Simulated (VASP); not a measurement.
Input of a VASP 6.6.1 run:

Contents of INCAR:

```
SYSTEM = Sn
PREC = Accurate ; ENCUT = 520
EDIFF = 1E-6 ; ISMEAR = 0
SIGMA = 0.05 ; LREAL = .FALSE.
LASPH = .TRUE. ; NELM = 60
ALGO = Fast ; ISIF = 2
LWAVE = .FALSE. ; LCHARG = .FALSE.
GGA = PS ; NBANDS = 13
```

Contents of KPOINTS:

```
Automatic mesh
0
G
  11 11 11
  0 0 0
```

File POSCAR:

```
Sn
1.0
   -1.8946518192      1.8946518192      1.8946518192
    1.8946518192     -1.8946518192      1.8946518192
    1.8946518192      1.8946518192     -1.8946518192
Sn
1
Direct
    0.0000000000      0.0000000000      0.0000000000
```

Potentials or basis: VASP PAW PBE potentials, release 64 (Sn_d).

Run with:

```bash
$ cat potpaw_PBE.64/Sn_d/POTCAR > POTCAR
$ mpirun -np 1 vasp_std > vasp.out
```

**Question.** Estimate the band gap on the k mesh.

**Answer.** Zero (band 7 reaches 15.86 eV, above the bottom of band 8 at 5.54 eV).

**Question.** Predict the pressure.

**Answer.** -1.6 GPa.

Caveat: the PAW data sets were made with another functional, which shifts forces and pressure a little; spin-orbit coupling is left out, which moves the levels of the heavy elements.
